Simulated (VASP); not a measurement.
Here is a VASP 6.6.1 calculation.

Contents of INCAR:

```
SYSTEM = As
PREC = Accurate
ENCUT = 520
EDIFF = 1E-6
ISMEAR = -1
SIGMA = 0.05
LREAL = .FALSE.
LASPH = .TRUE.
NELM = 60
ALGO = Normal
ISIF = 2
LWAVE = .FALSE.
LCHARG = .FALSE.
GGA = PS
NBANDS = 8
```

The input KPOINTS:

```
Automatic mesh
0
G
  9 9 8
  0 0 0
```

File POSCAR:

```
As
1.0
    2.5955344746      0.0000000000      0.0000000000
    0.0000000000      2.5955344746      0.0000000000
    0.0000000000      0.0000000000      2.7036817444
As
1
Direct
    0.5000000000      0.5000000000      0.5000000000
```

Potentials or basis: VASP PAW PBE potentials, release 64 (As).

Run with:

```sh
$ cat potpaw_PBE.64/As/POTCAR > POTCAR
$ mpirun -np 1 vasp_std > vasp.out
```

Estimate the pressure.

7.1 GPa.

Stress tensor (GPa, compression positive):
```
11.29  0.00  0.00
 0.00 11.29  0.00
 0.00  0.00 -1.20
```

Caveat: the PAW data sets were made with another functional, which shifts forces and pressure a little.
